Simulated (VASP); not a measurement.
# MoS2 (R3m) in VASP: further runs, part 2 of 2

VASP 6.6.1. The steps go on from the part before.

**4. Single point, r2SCAN**

POSCAR reads:

```
MoS2
1.0
    1.5875907347      0.9165959380      6.1939395993
   -1.5875907347      0.9165959380      6.1939395993
    0.0000000000     -1.8331918760      6.1939395993
Mo S
1 2
Direct
   -0.0000146007     -0.0000146007     -0.0000146007
    0.4170015121      0.4170015121      0.4170015121
    0.2496797553      0.2496797553      0.2496797553
```

INCAR.step1 reads:

```
ALGO     = Normal         # electronic algorithm
EDIFF    = 1E-4           # SCF threshold, eV
ENCUT    = 520            # plane-wave cutoff, eV
GGA      = PE             # functional
ISMEAR   = 0              # smearing method
LASPH    = True           # aspherical terms in the spheres
LCHARG   = False          # write CHGCAR
LREAL    = False          # projectors in reciprocal space
LWAVE    = True           # write WAVECAR
NBANDS   = 20             # bands
NELM     = 60             # most SCF steps
PREC     = Accurate       # precision mode
SIGMA    = 0.01           # smearing width, eV
```

INCAR.step2 reads:

```
ALGO     = Normal         # electronic algorithm
EDIFF    = 1E-7           # SCF threshold, eV
ENCUT    = 520            # plane-wave cutoff, eV
ISIF     = 2              # what is computed and relaxed
ISMEAR   = 0              # smearing method
ISTART   = 1            
LASPH    = True           # aspherical terms in the spheres
LCHARG   = True           # write CHGCAR
LELF     = True           # ELF
LMIXTAU  = True         
LREAL    = False          # projectors in reciprocal space
LVHAR    = True         
LWAVE    = False          # write WAVECAR
METAGGA  = R2SCAN         # meta-GGA
NBANDS   = 20             # bands
NELM     = 60             # most SCF steps
PREC     = Accurate       # precision mode
SIGMA    = 0.01           # smearing width, eV
```

KPOINTS reads:

```
k-points
0
Gamma
  8 8 8
```

Potentials or basis: VASP PAW PBE potentials, release 64 (Mo_sv, S).

Command:

```sh
$ cat potpaw_PBE.64/Mo_sv/POTCAR potpaw_PBE.64/S/POTCAR > POTCAR
$ cp INCAR.step1 INCAR
$ mpirun -np 1 vasp_std > vasp.out
$ cp INCAR.step2 INCAR
$ mpirun -np 1 vasp_std > vasp.out
```

OUTCAR:

```text
EDIFF = 1E-7
   ENCUT = 520
   ISIF = 2
   ISMEAR = 0
   ISTART = 1
   LASPH = True
   LREAL = False
   METAGGA = R2SCAN
   NELM = 60
   PREC = Accurate

 ion  position               nearest neighbor table
   1  1.000  1.000  1.000-   3 2.40   3 2.40   3 2.40   2 2.40   2 2.40   2 2.40
   2  0.417  0.417  0.417-   1 2.40   1 2.40   1 2.40
   3  0.250  0.250  0.250-   1 2.40   1 2.40   1 2.40

  LATTYP: Found a trigonal (rhomboedric) cell.
 ALAT       =     6.4595263150
 COS(alpha) =     0.8791891991

  Lattice vectors:

 A1 = (   1.5875907347,   0.9165959380,   6.1939395993)
 A2 = (  -1.5875907347,   0.9165959380,   6.1939395993)
 A3 = (   0.0000000000,  -1.8331918760,   6.1939395993)

Analysis of symmetry for initial positions (statically):
=====================================================================
 Subroutine PRICEL returns:
 Original cell was already a primitive cell.

 Routine SETGRP: Setting up the symmetry group for a
 trigonal (rhombohedral) supercell.

[... 156 lines left out ...]
   NGX = 23   NGY = 23   NGZ = 23

 number of electron      25.9999998 magnetization

 Free energy of the ion-electron system (eV)
  ---------------------------------------------------
  ext. energy  EPLUGINS =         0.00000000
  ---------------------------------------------------
  free energy    TOTEN  =       -45.02793932 eV

  energy without entropy =      -45.02793932  energy(sigma->0) =      -45.02793932

 E-fermi :   7.5353     XC(G=0): -11.4301

 val. band max:        7.2981270037   @ k =   0.5000   0.5000   0.5000
 cond. band min:       8.4582858793   @ k =  -0.2500   0.1250  -0.0000
 fundamental gap:      1.1601588756
 Fermi energy:         7.5353370893

 k-point     1 :       0.0000    0.0000    0.0000
  band No.  band energies     occupation
      1     -56.2244      2.00000
      2     -29.6451      2.00000
      3     -29.4236      2.00000
      4     -29.4236      2.00000
      5      -8.3824      2.00000
      6      -6.6567      2.00000
[... 541 lines left out ...]
     19      16.3180      0.00000
     20      16.4469      0.00000

 [... further k-points ...]
[... 5 lines left out ...]
  --------------------------------------------------------------------------------------
  -------------------------------------------------------------------------------------
  Total        0.4335643      0.4335643      0.3554373      0.0000000      0.0000000      0.0000000
  in kB       12.8448597     12.8448597     10.5302550      0.0000000      0.0000000      0.0000000
  external PRESSURE =      12.0733248 kB  Pullay stress =       0.0000000 kB

 VOLUME and BASIS-vectors are now :
 -----------------------------------------------------------------------------
  energy-cutoff  :      520.00
  volume of cell :       54.08
      direct lattice vectors                 reciprocal lattice vectors
     1.587590735  0.916595938  6.193939599     0.314942629  0.181832212  0.053816045
    -1.587590735  0.916595938  6.193939599    -0.314942629  0.181832212  0.053816045
     0.000000000 -1.833191876  6.193939599     0.000000000 -0.363664423  0.053816045

 POSITION                                       TOTAL-FORCE (eV/Angst)
 -----------------------------------------------------------------------------------
      0.00000      0.00000     18.58155         0.000000      0.000000     -0.000330
      0.00000      0.00000      7.74865         0.000000     -0.000000     -0.051153
      0.00000      0.00000      4.63950         0.000000      0.000000      0.051483
 -----------------------------------------------------------------------------------
    total drift:                               -0.000000     -0.000000     -0.000120

  FREE ENERGIE OF THE ION-ELECTRON SYSTEM (eV)
  ---------------------------------------------------
  free  energy   TOTEN  =       -45.0279393189 eV

  energy  without entropy=      -45.0279393189  energy(sigma->0) =      -45.02793932
```

OUTCAR.step1:

```text
EDIFF = 1E-4
   ENCUT = 520
   GGA = PE
   ISMEAR = 0
[... 778 lines left out ...]
      0.00000      0.00000     18.58155         0.000000     -0.000000      0.001631
      0.00000      0.00000      7.74865         0.000000     -0.000000      0.099320
      0.00000      0.00000      4.63950         0.000000      0.000000     -0.100951
 -----------------------------------------------------------------------------------
    total drift:                               -0.000000     -0.000000     -0.000041

  FREE ENERGIE OF THE ION-ELECTRON SYSTEM (eV)
  ---------------------------------------------------
  free  energy   TOTEN  =       -21.8132817925 eV

  energy  without entropy=      -21.8132817925  energy(sigma->0) =      -21.81328179
```

Wall time 12 min (1 thread of AMD EPYC 7R13 (Zen 3), shared host); peak memory 0.36 GiB.

Results:

```yaml
Free_energy: -45.0279 eV
Pressure: 1.2 GPa
Largest_force: 0.051 eV/Å
Band_gap_on_the_k_mesh: 1.16 eV (least direct gap 2.11 eV)
```

Forces on the atoms (eV/Å):
```
Mo   0.000  0.000  0.000
S    0.000  0.000 -0.051
S    0.000  0.000  0.051
```

Stress tensor (GPa, compression positive):
```
1.28 0.00 0.00
0.00 1.28 0.00
0.00 0.00 1.05
```

Caveat: the PAW data sets were made with another functional, which shifts forces and pressure a little.
